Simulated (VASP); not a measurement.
Here is a VASP 6.6.1 calculation.

INCAR

```
SYSTEM = AlB2As3
ALGO = Normal
EDIFF = 1E-7
ENCUT = 520
GGA = PE
ISIF = 2
ISMEAR = 0
LASPH = .True.
LCHARG = .False.
LREAL = .False.
LWAVE = .False.
NBANDS = 21
NELM = 80
PREC = Accurate
SIGMA = 0.1
```

File KPOINTS:

```
k-points
0
Gamma
  6 6 2
  0 0 0
```

Contents of POSCAR:

```
AlB2As3
1.0
    3.6442420500      0.0000000000      0.0000000000
   -1.8221210300      3.1560061900      0.0000000000
    0.0000000000      0.0000000000      8.9265335300
Al B As
1 2 3
Direct
    0.3333333300      0.6666666700      0.6666666700
    0.0000000000      0.0000000000      0.0000000000
    0.6666666700      0.3333333300      0.3333333300
    0.3333333300      0.6666666700      0.9166666700
    0.6666666700      0.3333333300      0.5833333300
    0.0000000000      0.0000000000      0.2500000000
```

Potentials or basis: VASP PAW PBE potentials, release 64 (Al, B, As).

Command:

```console
$ cat potpaw_PBE.64/Al/POTCAR potpaw_PBE.64/B/POTCAR potpaw_PBE.64/As/POTCAR > POTCAR
$ mpirun -np 1 vasp_std > vasp.out
```

(1) What does it give for the pressure?

(2) What does it give for the largest force?

## Answers

(1) 3.0 GPa.

(2) 3.832 eV/Å.

Caveat: forces of over 1 eV/Å act on the atoms, so gaps and moduli don't describe the material at rest.
